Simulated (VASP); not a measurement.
# InSe (Pm-3m) in VASP: a series of runs, part 2 of 2

VASP 6.6.1.

## 3. Relaxation of cell and atoms, r2SCAN

This run uses another cell than the first one, of 23.93 Å³/atom.

POSCAR

```
InSe
1.0
    3.6306745634      0.0000000000      0.0000000000
    0.0000000000      3.6306745634      0.0000000000
    0.0000000000      0.0000000000      3.6306745634
In Se
1 1
Direct
    0.0000000000      0.0000000000      0.0000000000
    0.5000000000      0.5000000000      0.5000000000
```

INCAR.step1

```
SYSTEM = InSe
ALGO = Normal ; EDIFF = 1E-4
ENCUT = 600 ; GGA = PE
ISMEAR = 0 ; LASPH = .True.
LCHARG = .False. ; LREAL = .False.
LWAVE = .True. ; NELM = 80
PREC = Accurate ; SIGMA = 0.1
```

INCAR.step2

```
SYSTEM = InSe
ALGO = Normal ; EDIFF = 1E-6
EDIFFG = -0.04 ; ENCUT = 600
IBRION = 2 ; ISIF = 3
ISMEAR = 0 ; ISTART = 1
LASPH = .True. ; LCHARG = .False.
LMIXTAU = .True. ; LREAL = .False.
LWAVE = .False. ; METAGGA = R2SCAN
NELM = 80 ; NSW = 90
PREC = Accurate ; SIGMA = 0.1
```

KPOINTS

```
k-points
0
Gamma
  6 6 6
  0 0 0
```

Potentials or basis: VASP PAW PBE potentials, release 64 (In_d, Se).

Launch:

```bash
$ cat potpaw_PBE.64/In_d/POTCAR potpaw_PBE.64/Se/POTCAR > POTCAR
$ cp INCAR.step1 INCAR
$ mpirun -np 1 vasp_std > vasp.out
$ cp INCAR.step2 INCAR
$ mpirun -np 1 vasp_std > vasp.out
```

OUTCAR:

```text
SYSTEM = InSe
   EDIFF = 1E-6
   EDIFFG = -0.04
   ENCUT = 600
   IBRION = 2
   ISIF = 3
   ISMEAR = 0
   ISTART = 1
   LASPH = .True.
   LREAL = .False.
   METAGGA = R2SCAN
   NELM = 80
   NSW = 90
   PREC = Accurate

 ion  position               nearest neighbor table
   1  0.000  0.000  0.000-   2 3.14   2 3.14   2 3.14   2 3.14   2 3.14   2 3.14   2 3.14   2 3.14

   2  0.500  0.500  0.500-   1 3.14   1 3.14   1 3.14   1 3.14   1 3.14   1 3.14   1 3.14   1 3.14

  LATTYP: Found a simple cubic cell.
 ALAT       =     3.6306745634

  Lattice vectors:

 A1 = (   3.6306745634,   0.0000000000,   0.0000000000)
 A2 = (   0.0000000000,   3.6306745634,   0.0000000000)
 A3 = (   0.0000000000,   0.0000000000,   3.6306745634)

Analysis of symmetry for initial positions (statically):
=====================================================================
 Subroutine PRICEL returns:
 Original cell was already a primitive cell.

 Routine SETGRP: Setting up the symmetry group for a
 simple cubic supercell.

 Subroutine GETGRP returns: Found 48 space group operations
[... 219 lines left out ...]
      3      -8.7414      2.00000
      4      -8.7414      2.00000
      5      -8.7414      2.00000
      6      -8.1704      2.00000
      7       2.8207      2.00000
      8       4.4235      2.00000
      9       4.4235      2.00000
     10       4.4235      2.00000
     11      11.8001      0.00000
     12      11.8001      0.00000
     13      15.1211      0.00000
[... 290 lines left out ...]
  band No.  band energies     occupation
      1      -8.8965      2.00000
      2      -8.8965      2.00000
      3      -8.8965      2.00000
      4      -8.6717      2.00000
      5      -8.6717      2.00000
      6      -5.9940      2.00000
      7       3.1402      2.00000
      8       3.1402      2.00000
      9       3.1402      2.00000
     10       5.0118      2.00000
     11       6.5664      0.00000
     12       6.5664      0.00000
     13       6.5664      0.00000

------------------------ aborting loop because EDIFF is reached ----------------------------------------

  FORCE on cell =-STRESS in cart. coord.  units (eV):
  Direction    XX          YY          ZZ          XY          YZ          ZX
  --------------------------------------------------------------------------------------
  -------------------------------------------------------------------------------------
  Total        0.0710107      0.0710107      0.0710107     -0.0000000      0.0000000     -0.0000000
  in kB        2.4404198      2.4404198      2.4404198     -0.0000000      0.0000000     -0.0000000
  external PRESSURE =       2.4404198 kB  Pullay stress =       0.0000000 kB

 VOLUME and BASIS-vectors are now :
 -----------------------------------------------------------------------------
  energy-cutoff  :      600.00
  volume of cell :       46.62
      direct lattice vectors                 reciprocal lattice vectors
     3.599066836  0.000000000 -0.000000000     0.277849800 -0.000000000 -0.000000000
     0.000000000  3.599066836 -0.000000000    -0.000000000  0.277849800 -0.000000000
     0.000000000  0.000000000  3.599066836     0.000000000  0.000000000  0.277849800

 POSITION                                       TOTAL-FORCE (eV/Angst)
 -----------------------------------------------------------------------------------
      0.00000      0.00000      0.00000         0.000000      0.000000      0.000000
      1.79953      1.79953      1.79953        -0.000000     -0.000000      0.000000
 -----------------------------------------------------------------------------------
    total drift:                                0.000000     -0.000000     -0.000000

  FREE ENERGIE OF THE ION-ELECTRON SYSTEM (eV)
  ---------------------------------------------------
  free  energy   TOTEN  =       -37.3891693442 eV

  energy  without entropy=      -37.3852215633  energy(sigma->0) =      -37.38719545

 reached required accuracy - stopping structural energy minimisation
```

Wall time 67 s (1 thread of Intel Xeon Platinum 8488C (Sapphire Rapids), shared host); peak memory 0.19 GiB.

Results:

| Item | Value |
| --- | --- |
| Free energy | -37.3892 eV |
| Relaxed volume | 23.31 Å³/atom |
| Relaxed cell | a = 3.599 Å, b = 3.599 Å, c = 3.599 Å, α = 90.00°, β = 90.00°, γ = 90.00° |
| Space group after relaxing (to 0.1 Å) | Pm-3m (No. 221) |
| Energy gained by relaxing | 2.0 meV/atom |
| Ionic steps | 2 |
| Pressure after relaxing | 0.2 GPa |
| Band gap on the k mesh | zero (an odd number of electrons rules out a gap without spin polarisation) |

The path:
```csv
step,energy change (eV),largest force (eV/Å),pressure (GPa),volume (Å³)
1,0.0000,0.0000,-1.21,47.86
2,-0.0039,0.0000,0.24,46.62
```

Final structure:
```
In Se
1.0
     3.59907    0.00000    0.00000
     0.00000    3.59907    0.00000
     0.00000    0.00000    3.59907
In Se
1 1
Direct
  0.00000 0.00000 0.00000
  0.50000 0.50000 0.50000
```

Levels at points of the mesh, in eV from the Fermi level:
| k point | band 8 | band 9 | band 10 | band 11 | band 12 | band 13 |
| --- | --- | --- | --- | --- | --- | --- |
| (0.00, 0.00, 0.00) | -1.47 | -1.47 | -1.47 | 5.91 | 5.91 | 9.23 |
| (0.50, 0.00, 0.00) | -0.27 | -0.27 | 2.05 | 2.60 | 5.53 | 5.53 |
| (0.50, 0.50, 0.00) | -4.68 | -3.33 | 0.06 | 6.37 | 6.37 | 8.14 |
| (0.50, 0.50, 0.50) | -2.75 | -2.75 | -0.88 | 0.67 | 0.67 | 0.67 |

Caveat: the PAW data sets were made with another functional, which shifts forces and pressure a little; spin-orbit coupling is left out, which moves the levels of the heavy elements.

## 4. Single point, r2SCAN

This run uses another cell than the first one, of 23.31 Å³/atom.

POSCAR

```
InSe
1.0
    3.5990677464      0.0000000000      0.0000000000
    0.0000000000      3.5990677464      0.0000000000
    0.0000000000      0.0000000000      3.5990677464
In Se
1 1
Direct
    0.0000000000      0.0000000000      0.0000000000
    0.5000000000      0.5000000000      0.5000000000
```

INCAR.step1

```
  PREC = Accurate
  ENCUT = 520
  ISMEAR = 0
  SIGMA = 0.1
  LREAL = F
  LASPH = T
  NELM = 80
  NBANDS = 16
  GGA = PE
  ALGO = Normal
  EDIFF = 1E-4
  LWAVE = T
  LCHARG = F
```

INCAR.step2

```
  PREC = Accurate
  ENCUT = 520
  EDIFF = 1E-6
  ISMEAR = 0
  SIGMA = 0.1
  LREAL = F
  LASPH = T
  NELM = 80
  ALGO = Normal
  ISIF = 2
  LWAVE = F
  LCHARG = F
  METAGGA = R2SCAN
  LMIXTAU = T
  NBANDS = 16
  ISTART = 1
```

KPOINTS

```
Automatic mesh
0
Gamma
  16 16 16
```

Launch:

```bash
$ cat potpaw_PBE.64/In_d/POTCAR potpaw_PBE.64/Se/POTCAR > POTCAR
$ cp INCAR.step1 INCAR
$ mpirun -np 1 vasp_std > vasp.out
$ cp INCAR.step2 INCAR
$ mpirun -np 1 vasp_std > vasp.out
```

Run time: 4.8 min. Hardware: 1 thread of Intel Xeon Platinum 8488C (Sapphire Rapids), shared host; peak memory 0.27 GiB.

Results (log left out):

- Free energy: -37.3911 eV
- Pressure: 0.0 GPa
- Band gap on the k mesh: zero (an odd number of electrons rules out a gap without spin polarisation)

Levels at points of the mesh, in eV from the Fermi level:
| k point | band 7 | band 8 | band 9 | band 10 | band 11 | band 12 | band 13 | band 14 |
| --- | --- | --- | --- | --- | --- | --- | --- | --- |
| (0.00, 0.00, 0.00) | -3.30 | -1.67 | -1.67 | -1.67 | 5.69 | 5.69 | 9.01 | 9.01 |
| (0.50, 0.00, 0.00) | -7.30 | -0.46 | -0.46 | 1.82 | 2.39 | 5.30 | 5.30 | 7.22 |
| (0.50, 0.50, 0.00) | -4.89 | -4.89 | -3.56 | -0.13 | 6.15 | 6.15 | 7.93 | 7.93 |
| (0.50, 0.50, 0.50) | -2.95 | -2.95 | -2.95 | -1.12 | 0.44 | 0.44 | 0.44 | 16.63 |

Caveat: the PAW data sets were made with another functional, which shifts forces and pressure a little; spin-orbit coupling is left out, which moves the levels of the heavy elements.

## 5. Summary

| task | cell | k mesh | cutoff (eV) | gap on the mesh (eV) | pressure (GPa) | relaxed volume (Å³/atom) |
| --- | --- | --- | --- | --- | --- | --- |
| relaxation of cell and atoms | relaxed from a = 4.020 Å, 2 atoms | 4 × 4 × 4 | 600 | none | 0.1 | 23.98 |
| relaxation of cell and atoms | relaxed from a = 3.631 Å, 2 atoms | 6 × 6 × 6 | 600 | none | 0.2 | 23.31 |
| single point | a = 3.599 Å, 2 atoms | 16 × 16 × 16 | 520 | none | 0.0 | - |

Alike in all rows: level r2SCAN; potentials or basis VASP PAW PBE potentials, release 64 (In_d, Se); no spin polarisation; smearing gaussian 0.1 eV.

Caveats: some runs use coarse meshes; the PAW data sets were made with another functional, which shifts forces and pressure a little; spin-orbit coupling is left out, which moves the levels of the heavy elements; the volume moved by over 15 % at a fixed basis, so the end points are rough (at least some runs).

Total energies depend on the potentials used, so only differences within one code and one set of settings carry meaning.
